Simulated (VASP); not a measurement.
# SiNi2 (P6_3/mmc) in VASP: relaxation of shape and atoms at fixed volume with PBE

Aim: the relaxation of shape and atoms at fixed volume of SiNi2 with PBE.

All numbers are computed with VASP 6.6.1; they aren't measurements. Logs are shortened: lines on timing, memory, paths and dates and some standing lists are left out, and cuts for length are marked.

**1. The cell of the first run**

Symmetry: P6_3/mmc, No. 194, hexagonal system. Conventional cell: a = 4.025 Å, b = 4.025 Å, c = 5.185 Å, α = 90.00°, β = 90.00°, γ = 120.00°. Si (site symmetry -6m2) has 11 Ni at 2.32 to 2.66 Å within 3.1 Å. Ni (site symmetry -3m) has 8 Ni at 2.59 to 2.66 Å and 6 Si at 2.66 Å within 3.4 Å. Within 3.1 Å of Ni (site symmetry -6m2) lie 5 Si at 2.32 to 2.59 Å and 6 Ni at 2.66 Å.

**2. Relaxation of shape and atoms at fixed volume, PBE (12.13 Å³/atom)**

INCAR reads:

```
SYSTEM = SiNi2
ALGO = Fast
EDIFF = 1E-7
EDIFFG = -0.01
ENCUT = 600
GGA = PE
IBRION = 2
ISIF = 4
ISMEAR = 0
LASPH = .True.
LCHARG = .False.
LREAL = .False.
LWAVE = .False.
NELM = 100
NSW = 50
PREC = Accurate
SIGMA = 0.1
```

KPOINTS reads:

```
k-points
0
Gamma
  12 12 8
  0 0 0
```

POSCAR reads:

```
SiNi2
1.0
    4.0254329811      0.0000000000      0.0000000000
   -2.0127164905      3.4861272229      0.0000000000
    0.0000000000      0.0000000000      5.1853219467
Si Ni
2 4
Direct
    0.3333333333      0.6666666667      0.7500000000
    0.6666666667      0.3333333333      0.2500000000
    0.0000000000      0.0000000000      0.0000000000
    0.0000000000      0.0000000000      0.5000000000
    0.3333333333      0.6666666667      0.2500000000
    0.6666666667      0.3333333333      0.7500000000
```

Potentials or basis: VASP PAW PBE potentials, release 64 (Si, Ni).

Command:

```console
> cat potpaw_PBE.64/Si/POTCAR potpaw_PBE.64/Ni/POTCAR > POTCAR
> mpirun -np 1 vasp_std > vasp.out
```

OUTCAR:

```text
SYSTEM = SiNi2
   EDIFF = 1E-7
   EDIFFG = -0.01
   ENCUT = 600
   GGA = PE
   IBRION = 2
   ISIF = 4
   ISMEAR = 0
   LASPH = .True.
   LREAL = .False.
   NELM = 100
   NSW = 50
   PREC = Accurate

 ion  position               nearest neighbor table
   1  0.333  0.667  0.750-   6 2.32   6 2.32   6 2.32   5 2.59   5 2.59   3 2.66   4 2.66   4 2.66
                             3 2.66   4 2.66   3 2.66
   2  0.667  0.333  0.250-   5 2.32   5 2.32   5 2.32   6 2.59   6 2.59   3 2.66   4 2.66   3 2.66
                             4 2.66   3 2.66   4 2.66
   3  0.000  0.000  0.000-   4 2.59   4 2.59   1 2.66   5 2.66   6 2.66   2 2.66   2 2.66   6 2.66
                             1 2.66   5 2.66   2 2.66   6 2.66   1 2.66   5 2.66
   4  0.000  0.000  0.500-   3 2.59   3 2.59   1 2.66   5 2.66   6 2.66   2 2.66   2 2.66   6 2.66
                             1 2.66   5 2.66   2 2.66   6 2.66   1 2.66   5 2.66
   5  0.333  0.667  0.250-   2 2.32   2 2.32   2 2.32   1 2.59   1 2.59   3 2.66   4 2.66   4 2.66
                             3 2.66   4 2.66   3 2.66
   6  0.667  0.333  0.750-   1 2.32   1 2.32   1 2.32   2 2.59   2 2.59   3 2.66   4 2.66   3 2.66
                             4 2.66   3 2.66   4 2.66

  LATTYP: Found a hexagonal cell.
 ALAT       =     4.0254329811
 C/A-ratio  =     1.2881401755

  Lattice vectors:

 A1 = (   4.0254329811,   0.0000000000,   0.0000000000)
 A2 = (  -2.0127164905,   3.4861272229,   0.0000000000)
 A3 = (   0.0000000000,   0.0000000000,   5.1853219467)

Analysis of symmetry for initial positions (statically):
=====================================================================
 Subroutine PRICEL returns:
 Original cell was already a primitive cell.

 Routine SETGRP: Setting up the symmetry group for a
 hexagonal supercell.

 Subroutine GETGRP returns: Found 24 space group operations
 (whereof 12 operations were pure point group operations)
 out of a pool of 24 trial point group operations.

The static configuration has the point symmetry D_3d.
 The point group associated with its full space group is D_6h.

Analysis of symmetry for dynamics (positions and initial velocities):
=====================================================================
 Subroutine PRICEL returns:
 Original cell was already a primitive cell.

 Routine SETGRP: Setting up the symmetry group for a
 hexagonal supercell.

 Subroutine GETGRP returns: Found 24 space group operations
 (whereof 12 operations were pure point group operations)
 out of a pool of 24 trial point group operations.

The dynamic configuration has the point symmetry D_3d.
 The point group associated with its full space group is D_6h.

 Subroutine INISYM returns: Found 24 space group operations
 (whereof 12 operations are pure point group operations),
 and found     1 'primitive' translations

----------------------------------------------------------------------------------------

                                     Primitive cell

  volume of cell :      72.7665

  direct lattice vectors                    reciprocal lattice vectors
     4.025432981  0.000000000  0.000000000     0.248420482  0.143425632  0.000000000
    -2.012716490  3.486127223  0.000000000     0.000000000  0.286851264  0.000000000
     0.000000000  0.000000000  5.185321947     0.000000000  0.000000000  0.192852056

  length of vectors
     4.025432981  4.025432981  5.185321947     0.286851264  0.286851264  0.192852056

  position of ions in fractional coordinates (direct lattice)
     0.333333333  0.666666667  0.750000000
     0.666666667  0.333333333  0.250000000
     0.000000000  0.000000000  0.000000000
     0.000000000  0.000000000  0.500000000
     0.333333333  0.666666667  0.250000000
     0.666666667  0.333333333  0.750000000

  ion indices of the primitive-cell ions
   primitive index   ion index
                 1           1
                 2           2
                 3           3
                 4           4
                 5           5
                 6           6

----------------------------------------------------------------------------------------

 KPOINTS: k-points

Automatic generation of k-mesh.
 Grid dimensions read from file:
 generate k-points for:   12   12    8

 Generating k-lattice:

  Cartesian coordinates                     Fractional coordinates (reciprocal lattice)
     0.020701707  0.011952136  0.000000000     0.083333333  0.000000000  0.000000000
     0.000000000  0.023904272  0.000000000     0.000000000  0.083333333  0.000000000
     0.000000000  0.000000000  0.024106507     0.000000000  0.000000000  0.125000000

  Length of vectors
     0.023904272  0.023904272  0.024106507

  Shift w.r.t. Gamma in fractional coordinates (k-lattice)
     0.000000000  0.000000000  0.000000000

 Subroutine IBZKPT returns following result:
 ===========================================

 Found     95 irreducible k-points:

 Following reciprocal coordinates:
            Coordinates               Weight
  0.000000  0.000000  0.000000      1.000000
  0.083333  0.000000  0.000000      6.000000
  0.166667  0.000000  0.000000      6.000000
  0.250000  0.000000  0.000000      6.000000
  0.333333  0.000000  0.000000      6.000000
  0.416667  0.000000  0.000000      6.000000
[... 16 lines left out ...]
  0.250000  0.000000  0.125000     12.000000
  0.333333  0.000000  0.125000     12.000000
 [... further k-points ...]
   k-points           NKPTS =     95   k-points in BZ     NKDIM =     95   number of bands    NBANDS=     28
   number of dos      NEDOS =    301   number of ions     NIONS =      6
   total plane-waves  NPLWV =  43008
   dimension x,y,z NGX =    32 NGY =   32 NGZ =   42
   dimension x,y,z NGXF=    64 NGYF=   64 NGZF=   84
   ions per type =               2   4
   NGX,Y,Z   is equivalent  to a cutoff of  13.22, 13.22, 13.47 a.u.
   NGXF,Y,Z  is equivalent  to a cutoff of  26.43, 26.43, 26.93 a.u.
 SYSTEM =  SiNi2
   PREC   = accura    normal or accurate (medium, high low for compatibility)
   ISTART =      0    job   : 0-new  1-cont  2-samecut
   ICHARG =      2    charge: 1-file 2-atom 10-const
   ISPIN  =      1    spin polarized calculation?
   LNONCOLLINEAR =      F non collinear calculations
   LSORBIT =      F    spin-orbit coupling
   LASPH  =      T    aspherical Exc in radial PAW
   ENCUT  =  600.0 eV  44.10 Ry    6.64 a.u.   8.04  8.04 10.36*2*pi/ulx,y,z
   NELM   =    100;   NELMIN=  2; NELMDL= -5     # of ELM steps
   EDIFF  = 0.1E-06   stopping-criterion for ELM
   LREAL  =      F    real-space projection
   EDIFFG = -.1E-01   stopping-criterion for IOM
   NSW    =     50    number of steps for IOM
   IBRION =      2    ionic relax: 0-MD 1-quasi-New 2-CG
   NFREE  =      1    steps in history (QN), initial steepest desc. (CG)
   ISIF   =      4    stress and relaxation
   ISYM   =      2    0-nonsym 1-usesym 2-fastsym
   POTIM  = 0.5000    time-step for ionic-motion
   TEBEG  =    0.0;   TEEND  =   0.0 temperature during run
   PSTRESS=    0.0 pullay stress
   NELECT =      48.0000    total number of electrons
   NUPDOWN=      -1.0000    fix difference up-down
   EMIN   =  10.00;   EMAX   =-10.00  energy-range for DOS
   EFERMI =   0.00;   METHOD = LEGACY
   ISMEAR =     0;   SIGMA  =   0.10  broadening in eV -4-tet -1-fermi 0-gaus
   EFERMI_NEDOS =   21; number of points for ismear=-14 and -15
   IALGO  =     68    algorithm
   IMIX   =      4    mixing-type and parameters
     AMIX     =   0.40;   BMIX     =  1.00
     AMIX_MAG =   1.60;   BMIX_MAG =  1.00
  volume/ion in A,a.u.               =      12.13        81.84
  Fermi-wavevector in a.u.,A,eV,Ry     =   1.425098  2.693045 27.632130  2.030904
  Thomas-Fermi vector in A             =   2.545518
   LORBIT       =      0    0 simple, 1 ext, 2 COOP (PROOUT), +10 PAW based schemes
   GGA     = PE    functional components
   LHFCALC =     F    Hartree Fock is set to
   AEXX    =    0.0000 exact exchange contribution
   IVDW    =     0    specifies the selected vdW correction
   LEPSILON=     F    determine dielectric tensor
   LRPA    =     F    only Hartree local field effects (RPA)
 conjugate gradient relaxation of ions
 non-spin polarized calculation
 RMM-DIIS sequential band-by-band and
 Gauss-broadening in eV      SIGMA  =   0.10
  energy-cutoff  :      600.00
  volume of cell :       72.77
 maximum number of plane-waves:      2456
   NGX = 17   NGY = 17   NGZ = 21

--------------------------------------- Ionic step        1  -------------------------------------------

 number of electron      47.9999985 magnetization

 Free energy of the ion-electron system (eV)
  ---------------------------------------------------
  ext. energy  EPLUGINS =         0.00000000
  ---------------------------------------------------
  free energy    TOTEN  =       -35.42565702 eV

  energy without entropy =      -35.40503916  energy(sigma->0) =      -35.41534809

------------------------ aborting loop because EDIFF is reached ----------------------------------------

  FORCE on cell =-STRESS in cart. coord.  units (eV):
  Direction    XX          YY          ZZ          XY          YZ          ZX
  --------------------------------------------------------------------------------------
  -------------------------------------------------------------------------------------
  Total       -7.1418359     -7.1418359     -6.6637236     -0.0000000      0.0000000      0.0000000
  in kB     -157.2493611   -157.2493611   -146.7222559     -0.0000000      0.0000000      0.0000000
  external PRESSURE =    -153.7403260 kB  Pullay stress =       0.0000000 kB
[... 65 lines left out ...]
  energy  without entropy=      -35.4058660289  energy(sigma->0) =      -35.41620230

--------------------------------------- Ionic step        3  -------------------------------------------

 number of electron      47.9999985 magnetization

 Free energy of the ion-electron system (eV)
  ---------------------------------------------------
  ext. energy  EPLUGINS =         0.00000000
  ---------------------------------------------------
  free energy    TOTEN  =       -35.42674941 eV

  energy without entropy =      -35.40603516  energy(sigma->0) =      -35.41639228

 E-fermi :   9.5794     XC(G=0): -12.3847

 val. band max:        9.5718116135   @ k =   0.3333   0.2500   0.1250
 cond. band min:       9.5854255402   @ k =   0.1667   0.1667   0.1250
 fundamental gap:      0.0136139267
 Fermi energy:         9.5794200359

 k-point     1 :       0.0000    0.0000    0.0000
  band No.  band energies     occupation
      1      -2.1318      2.00000
      2       1.7215      2.00000
      3       3.7651      2.00000
      4       5.1658      2.00000
      5       5.1658      2.00000
      6       6.1420      2.00000
[... 733 lines left out ...]
     27      11.9578      0.00000
     28      12.5205      0.00000

 [... further k-points ...]

------------------------ aborting loop because EDIFF is reached ----------------------------------------

  FORCE on cell =-STRESS in cart. coord.  units (eV):
  Direction    XX          YY          ZZ          XY          YZ          ZX
  --------------------------------------------------------------------------------------
  -------------------------------------------------------------------------------------
  Total       -6.8772732     -6.8772732     -6.8745258     -0.0000000      0.0000000      0.0000000
  in kB     -151.4242039   -151.4242039   -151.3637113     -0.0000000      0.0000000      0.0000000
  external PRESSURE =    -151.4040397 kB  Pullay stress =       0.0000000 kB
[... 21 lines left out ...]
  FREE ENERGIE OF THE ION-ELECTRON SYSTEM (eV)
  ---------------------------------------------------
  free  energy   TOTEN  =       -35.4267494075 eV

  energy  without entropy=      -35.4060351565  energy(sigma->0) =      -35.41639228

 reached required accuracy - stopping structural energy minimisation
```

Run time: 5 min. Hardware: 1 thread of AMD EPYC 9R45 (Zen 5), shared host; peak memory 0.32 GiB.

Results:

- Free energy: -35.4267 eV
- Energy gained by relaxing: 0.2 meV/atom
- Ionic steps: 3
- Pressure after relaxing: -15.1 GPa
- Band gap on the k mesh: zero (bands 24 and 25 overlap by 2.86 eV)

Step by step:
```csv
step,energy change (eV),largest force (eV/Å),pressure (GPa),volume (Å³)
1,0.0000,0.0000,-15.37,72.77
2,-0.0009,0.0000,-15.23,72.77
3,-0.0011,0.0000,-15.14,72.77
```

Final structure:
```
Si Ni
1.0
     4.01630    0.00000    0.00000
    -2.00815    3.47822    0.00000
     0.00000    0.00000    5.20894
Si Ni
2 4
Direct
  0.33333 0.66667 0.75000
  0.66667 0.33333 0.25000
  0.00000 0.00000 0.00000
  0.00000 0.00000 0.50000
  0.33333 0.66667 0.25000
  0.66667 0.33333 0.75000
```

Spin polarisation is off, so any magnetic state and its effect on volume and gap are missing.
